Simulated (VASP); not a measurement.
A run of VASP 6.6.1 is set up as follows.

INCAR

```
PREC = Accurate
ENCUT = 520
EDIFF = 1E-6
ISMEAR = -1
SIGMA = 0.05
LREAL = False
LASPH = True
NELM = 150
ALGO = Normal
ISIF = 2
LWAVE = False
LCHARG = False
ISPIN = 2
MAGMOM = 0.6
LORBIT = 11
LMAXMIX = 4
GGA = PS
NBANDS = 15
```

File KPOINTS:

```
Automatic mesh
0
Gamma
  16 16 16
```

POSCAR

```
Ni
1.0
    0.0000000000      1.7309460158      1.7309460158
    1.7309460158      0.0000000000      1.7309460158
    1.7309460158      1.7309460158      0.0000000000
Ni
1
Direct
    0.0000000000      0.0000000000      0.0000000000
```

Potentials or basis: VASP PAW PBE potentials, release 64 (Ni).

Command:

```bash
$ cat potpaw_PBE.64/Ni/POTCAR > POTCAR
$ mpirun -np 1 vasp_std > vasp.out
```

Q: Predict the site moments.

A: Ni +0.59 μB.

Q: Estimate the pressure.

A: -0.1 GPa.

Caveat: the PAW data sets were made with another functional, which shifts forces and pressure a little.
